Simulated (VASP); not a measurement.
# SnSe (Fm-3m) in VASP: notebook, part 2 of 2

VASP 6.6.1. The steps go on from the part before.

## (6) Single point, LDA

This run uses another cell than the first one, of 28.91 Å³/atom, 1.060 times its volume.

INCAR reads:

```
ALGO     = Normal         # electronic algorithm
EDIFF    = 1E-6           # SCF threshold, eV
ENCUT    = 520            # plane-wave cutoff, eV
ISIF     = 2              # what is computed and relaxed
ISMEAR   = -1             # smearing method
LASPH    = T              # aspherical terms in the spheres
LCHARG   = F              # write CHGCAR
LREAL    = F              # projectors in reciprocal space
LWAVE    = F              # write WAVECAR
NBANDS   = 17             # bands
NELM     = 80             # most SCF steps
PREC     = Accurate       # precision mode
SIGMA    = 0.05           # smearing width, eV
```

KPOINTS reads:

```
k-points
0
Gamma
  8 8 8
```

POSCAR reads:

```
SnSe
1.0
    0.0000000000      3.0690345955      3.0690345955
    3.0690345955      0.0000000000      3.0690345955
    3.0690345955      3.0690345955      0.0000000000
Sn Se
1 1
Direct
    0.0000000000      0.0000000000      0.0000000000
    0.5000000000      0.5000000000      0.5000000000
```

Potentials or basis: VASP PAW LDA potentials, release 64 (Sn_d, Se).

On the command line:

```
$ cat potpaw_LDA.64/Sn_d/POTCAR potpaw_LDA.64/Se/POTCAR > POTCAR
$ mpirun -np 1 vasp_std > vasp.out
```

OUTCAR:

```text
EDIFF = 1E-6
   ENCUT = 520
   ISIF = 2
   ISMEAR = -1
   LASPH = T
   LREAL = F
   NELM = 80
   PREC = Accurate

 ion  position               nearest neighbor table
   1  0.000  0.000  0.000-   2 3.07   2 3.07   2 3.07   2 3.07   2 3.07   2 3.07
   2  0.500  0.500  0.500-   1 3.07   1 3.07   1 3.07   1 3.07   1 3.07   1 3.07

  LATTYP: Found a face centered cubic cell.
 ALAT       =     6.1380691910

  Lattice vectors:

 A1 = (   0.0000000000,   3.0690345955,   3.0690345955)
 A2 = (   3.0690345955,   0.0000000000,   3.0690345955)
 A3 = (   3.0690345955,   3.0690345955,   0.0000000000)

Analysis of symmetry for initial positions (statically):
=====================================================================
 Subroutine PRICEL returns:
 Original cell was already a primitive cell.

 Routine SETGRP: Setting up the symmetry group for a
 face centered cubic supercell.

 Subroutine GETGRP returns: Found 48 space group operations
[... 9 lines left out ...]

 Routine SETGRP: Setting up the symmetry group for a
 face centered cubic supercell.

 Subroutine GETGRP returns: Found 48 space group operations
[... 11 lines left out ...]
                                     Primitive cell

  volume of cell :      57.8143

  direct lattice vectors                    reciprocal lattice vectors
     0.000000000  3.069034595  3.069034595    -0.162917681  0.162917681  0.162917681
     3.069034595  0.000000000  3.069034595     0.162917681 -0.162917681  0.162917681
     3.069034595  3.069034595  0.000000000     0.162917681  0.162917681 -0.162917681

  length of vectors
     4.340270348  4.340270348  4.340270348     0.282181701  0.282181701  0.282181701

  position of ions in fractional coordinates (direct lattice)
     0.000000000  0.000000000  0.000000000
     0.500000000  0.500000000  0.500000000

  ion indices of the primitive-cell ions
   primitive index   ion index
                 1           1
                 2           2

----------------------------------------------------------------------------------------

 KPOINTS: k-points

Automatic generation of k-mesh.
 Grid dimensions read from file:
 generate k-points for:    8    8    8

 Generating k-lattice:

  Cartesian coordinates                     Fractional coordinates (reciprocal lattice)
    -0.020364710  0.020364710  0.020364710     0.125000000  0.000000000  0.000000000
     0.020364710 -0.020364710  0.020364710     0.000000000  0.125000000  0.000000000
     0.020364710  0.020364710 -0.020364710     0.000000000  0.000000000  0.125000000

  Length of vectors
     0.035272713  0.035272713  0.035272713

  Shift w.r.t. Gamma in fractional coordinates (k-lattice)
     0.000000000  0.000000000  0.000000000

 Subroutine IBZKPT returns following result:
 ===========================================

 Found     29 irreducible k-points:

 Following reciprocal coordinates:
            Coordinates               Weight
  0.000000  0.000000  0.000000      1.000000
  0.125000  0.000000  0.000000      8.000000
  0.250000  0.000000  0.000000      8.000000
  0.375000  0.000000  0.000000      8.000000
  0.500000  0.000000  0.000000      4.000000
  0.125000  0.125000  0.000000      6.000000
[... 16 lines left out ...]
  0.500000  0.250000  0.125000     48.000000
 -0.375000  0.250000  0.125000     24.000000
 [... further k-points ...]
   k-points           NKPTS =     29   k-points in BZ     NKDIM =     29   number of bands    NBANDS=     17
   number of dos      NEDOS =    301   number of ions     NIONS =      2
   total plane-waves  NPLWV =  32768
   dimension x,y,z NGX =    32 NGY =   32 NGZ =   32
   dimension x,y,z NGXF=    64 NGYF=   64 NGZF=   64
   ions per type =               1   1
   NGX,Y,Z   is equivalent  to a cutoff of  12.26, 12.26, 12.26 a.u.
   NGXF,Y,Z  is equivalent  to a cutoff of  24.51, 24.51, 24.51 a.u.
 SYSTEM =  unknown system
   PREC   = accura    normal or accurate (medium, high low for compatibility)
   ISTART =      0    job   : 0-new  1-cont  2-samecut
   ICHARG =      2    charge: 1-file 2-atom 10-const
   ISPIN  =      1    spin polarized calculation?
   LNONCOLLINEAR =      F non collinear calculations
   LSORBIT =      F    spin-orbit coupling
   LASPH  =      T    aspherical Exc in radial PAW
   ENCUT  =  520.0 eV  38.22 Ry    6.18 a.u.   8.07  8.07  8.07*2*pi/ulx,y,z
   NELM   =     80;   NELMIN=  2; NELMDL= -5     # of ELM steps
   EDIFF  = 0.1E-05   stopping-criterion for ELM
   LREAL  =      F    real-space projection
   EDIFFG = 0.1E-04   stopping-criterion for IOM
   NSW    =      0    number of steps for IOM
   IBRION =     -1    ionic relax: 0-MD 1-quasi-New 2-CG
   NFREE  =      0    steps in history (QN), initial steepest desc. (CG)
   ISIF   =      2    stress and relaxation
   ISYM   =      2    0-nonsym 1-usesym 2-fastsym
   POTIM  = 0.5000    time-step for ionic-motion
   TEBEG  =    0.0;   TEEND  =   0.0 temperature during run
   PSTRESS=    0.0 pullay stress
   NELECT =      20.0000    total number of electrons
   NUPDOWN=      -1.0000    fix difference up-down
   EMIN   =  10.00;   EMAX   =-10.00  energy-range for DOS
   EFERMI =   0.00;   METHOD = LEGACY
   ISMEAR =    -1;   SIGMA  =   0.05  broadening in eV -4-tet -1-fermi 0-gaus
   EFERMI_NEDOS =   21; number of points for ismear=-14 and -15
   IALGO  =     38    algorithm
   IMIX   =      4    mixing-type and parameters
     AMIX     =   0.40;   BMIX     =  1.00
     AMIX_MAG =   1.60;   BMIX_MAG =  1.00
  volume/ion in A,a.u.               =      28.91       195.08
  Fermi-wavevector in a.u.,A,eV,Ry     =   1.149228  2.171727 17.969570  1.320726
  Thomas-Fermi vector in A             =   2.285899
   LORBIT       =      0    0 simple, 1 ext, 2 COOP (PROOUT), +10 PAW based schemes
   GGA     = CA    functional components
   LHFCALC =     F    Hartree Fock is set to
   AEXX    =    0.0000 exact exchange contribution
   IVDW    =     0    specifies the selected vdW correction
   LEPSILON=     F    determine dielectric tensor
   LRPA    =     F    only Hartree local field effects (RPA)
 non-spin polarized calculation
  energy-cutoff  :      520.00
  volume of cell :       57.81
 maximum number of plane-waves:      1588
   NGX = 17   NGY = 17   NGZ = 17

 number of electron      19.9999989 magnetization

 Free energy of the ion-electron system (eV)
  ---------------------------------------------------
  ext. energy  EPLUGINS =         0.00000000
  ---------------------------------------------------
  free energy    TOTEN  =        -9.38342996 eV

  energy without entropy =       -9.38327497  energy(sigma->0) =       -9.38335247

 E-fermi :   4.9232     XC(G=0):  -9.6272

 val. band max:        4.7250980582   @ k =   0.5000   0.0000   0.0000
 cond. band min:       5.1225961480   @ k =   0.5000   0.0000   0.0000
 fundamental gap:      0.3974980898
 Fermi energy:         4.9232205902

 k-point     1 :       0.0000    0.0000    0.0000
  band No.  band energies     occupation
      1     -16.7258      2.00000
      2     -16.7258      2.00000
      3     -16.7258      2.00000
      4     -16.7255      2.00000
      5     -16.7255      2.00000
      6      -8.7052      2.00000
[... 9 lines left out ...]
     16      10.7112      0.00000
     17      12.9204      0.00000

 k-point     2 :       0.1250    0.0000    0.0000
  band No.  band energies     occupation
      1     -16.7265      2.00000
      2     -16.7265      2.00000
      3     -16.7256      2.00000
      4     -16.7243      2.00000
      5     -16.7243      2.00000
      6      -8.6076      2.00000
[... 9 lines left out ...]
     16      11.0562      0.00000
     17      13.8382      0.00000

 k-point     3 :       0.2500    0.0000    0.0000
  band No.  band energies     occupation
      1     -16.7287      2.00000
      2     -16.7287      2.00000
      3     -16.7248      2.00000
      4     -16.7207      2.00000
      5     -16.7207      2.00000
      6      -8.3471      2.00000
[... 392 lines left out ...]
 k-point    23 :       0.5000    0.2500    0.1250
  band No.  band energies     occupation
      1     -16.7348      2.00000
      2     -16.7272      2.00000
      3     -16.7240      2.00000
      4     -16.7178      2.00000
      5     -16.7159      2.00000
      6      -7.8864      2.00000
[... 9 lines left out ...]
     16      14.2723      0.00000
     17      15.5721      0.00000

 k-point    24 :      -0.3750    0.2500    0.1250
  band No.  band energies     occupation
      1     -16.7354      2.00000
      2     -16.7279      2.00000
      3     -16.7217      2.00000
      4     -16.7188      2.00000
      5     -16.7148      2.00000
      6      -7.7673      2.00000
[... 9 lines left out ...]
     16      15.3482      0.00000
     17      15.5292      0.00000

 [... further k-points ...]
[... 5 lines left out ...]
  --------------------------------------------------------------------------------------
  -------------------------------------------------------------------------------------
  Total       -2.0174944     -2.0174944     -2.0174944     -0.0000000      0.0000000     -0.0000000
  in kB      -55.9097530    -55.9097530    -55.9097530     -0.0000000      0.0000000     -0.0000000
  external PRESSURE =     -55.9097530 kB  Pullay stress =       0.0000000 kB

 VOLUME and BASIS-vectors are now :
 -----------------------------------------------------------------------------
  energy-cutoff  :      520.00
  volume of cell :       57.81
      direct lattice vectors                 reciprocal lattice vectors
     0.000000000  3.069034595  3.069034595    -0.162917681  0.162917681  0.162917681
     3.069034595  0.000000000  3.069034595     0.162917681 -0.162917681  0.162917681
     3.069034595  3.069034595  0.000000000     0.162917681  0.162917681 -0.162917681

 POSITION                                       TOTAL-FORCE (eV/Angst)
 -----------------------------------------------------------------------------------
      0.00000      0.00000      0.00000        -0.000000     -0.000000     -0.000000
      3.06903      3.06903      3.06903         0.000000      0.000000      0.000000
 -----------------------------------------------------------------------------------
    total drift:                                0.000000     -0.000000     -0.000000

  FREE ENERGIE OF THE ION-ELECTRON SYSTEM (eV)
  ---------------------------------------------------
  free  energy   TOTEN  =        -9.3834299598 eV

  energy  without entropy=       -9.3832749737  energy(sigma->0) =       -9.38335247
```

Wall time 30 s (1 thread of Intel Xeon 8259CL, shared host); peak memory 0.17 GiB.

What came out:

```yaml
Free_energy: -9.3834 eV
Pressure: -5.6 GPa
Band_gap_on_the_k_mesh: 0.40 eV, direct
```

Caveat: spin-orbit coupling is left out, which moves the levels of the heavy elements.

## (7) The runs side by side

```csv
cell,gap on the mesh (eV),pressure (GPa)
"a = 4.257 Å, angles 60.0°, 2 atoms",0.63,-3.3
"a = 4.228 Å, angles 60.0°, 2 atoms",0.72,-2.3
"a = 4.285 Å, angles 60.0°, 2 atoms",0.55,-4.1
"a = 4.313 Å, angles 60.0°, 2 atoms",0.47,-4.9
"a = 4.340 Å, angles 60.0°, 2 atoms",0.40,-5.6
```

Alike in all rows: task single point; level LDA; potentials or basis VASP PAW LDA potentials, release 64 (Sn_d, Se); no spin polarisation; k mesh 8 × 8 × 8; cutoff (eV) 520; smearing fermi-dirac 0.05 eV.

Caveats: spin-orbit coupling is left out, which moves the levels of the heavy elements.

Total energies depend on the potentials used, so only differences within one code and one set of settings carry meaning.
